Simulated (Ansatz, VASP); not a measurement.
## C: VASP beside Ansatz

```
C
1.0
     0.00000    2.12700    3.34800
     1.22800    0.00000    3.34800
     1.22800    2.12700    0.00000
C
2
Cartesian
  1.2280 0.7090 3.3480
  1.2280 3.5450 3.3480
```

Alike in both runs: task relaxation of cell and atoms; functional PBE; k mesh 14 × 14 × 14; occupations gaussian, width 0.02 eV; no spin polarisation.

```csv
,VASP,Ansatz
version,VASP 6.6.1,Ansatz 0.2.0
potentials or method,"VASP PAW PBE potentials, release 64 (C_h), cutoff 910 eV","scalar-relativistic, plane waves, PAW"
valence electrons in the cell,8,8
```

VASP gave:

* gap on the k mesh at the Fermi level, each at its own relaxed structure (eV): 0.70
* relaxed volume (Å³/atom): 9.68
* relaxed length of the cell vector where the two differ most in proportion (Å): 3.879

Which values does Ansatz return?

gap on the k mesh at the Fermi level, each at its own relaxed structure (eV): 1.03; relaxed volume (Å³/atom): 11.31; relaxed length of the cell vector where the two differ most in proportion (Å): 4.467.

One of these differences is far larger than is usual between the two programs; its cause wasn't traced.

Noted on VASP's run: the cutoff is under 1.25 times that of the potentials, so the pressure is a little rough.
